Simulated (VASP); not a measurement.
Crystal: CuW2.

```xyz
9
Lattice="4.6968 0.0000 0.0000 -2.3484 4.0675 0.0000 0.0000 0.0000 6.5475" Properties=species:S:1:pos:R:3 pbc="T T T"
Cu    2.3484    0.0000    0.0000
Cu    1.1742    2.0338    4.3650
Cu   -1.1742    2.0338    2.1825
W     0.0000    1.3228    0.0000
W     3.5512    0.6614    4.3650
W     1.2028    3.4062    2.1825
W     2.3484    2.7448    0.0000
W    -1.2028    3.4062    4.3650
W     1.1455    0.6614    2.1825
```

```yaml
Program: VASP 6.6.1
Task: relaxation of cell and atoms
Functional: PBE
Potentials_or_basis: VASP PAW PBE potentials, release 64 (Cu, W_sv)
Cutoff: 600 eV
k_mesh: 6 × 6 × 4
Occupations: gaussian, width 0.1 eV
Spin: no spin polarisation
```

At the start: pressure 23.1 GPa; volume 13.90 Å³/atom.

Problem. How do energy, volume and symmetry change on relaxing?

Solution. Over 9 steps the energy falls by 99.7 meV/atom and the volume is 15.03 Å³/atom (+8.2 %); space group P6_422 (No. 181, to 0.1 Å) before and after.

The path:
```tsv
step	energy change (eV)	largest force (eV/Å)	pressure (GPa)	volume (Å³)
1	0.0000	0.4297	23.07	125.09
2	2.5937	0.5566	-31.31	164.68
3	-0.8206	0.0683	-2.86	136.82
4	-0.8251	0.0456	-1.52	136.08
5	-0.8936	0.0655	0.48	134.97
6	-0.8976	0.0429	0.03	135.18
7	-0.8976	0.0411	0.16	135.20
8	-0.8974	0.0000	-0.50	135.43
9	-0.8977	0.0264	-0.13	135.29
```

Final structure:
```
Cu W
1.0
     4.74289    0.00000    0.00000
    -2.37144    4.10746    0.00000
     0.00000    0.00000    6.94459
Cu W
3 6
Direct
  0.50000 0.00000 0.00000
  0.50000 0.50000 0.66667
  0.00000 0.50000 0.33333
  0.16343 0.32687 0.00000
  0.83657 0.16343 0.66667
  0.67313 0.83657 0.33333
  0.83657 0.67313 0.00000
  0.16343 0.83657 0.66667
  0.32687 0.16343 0.33333
```
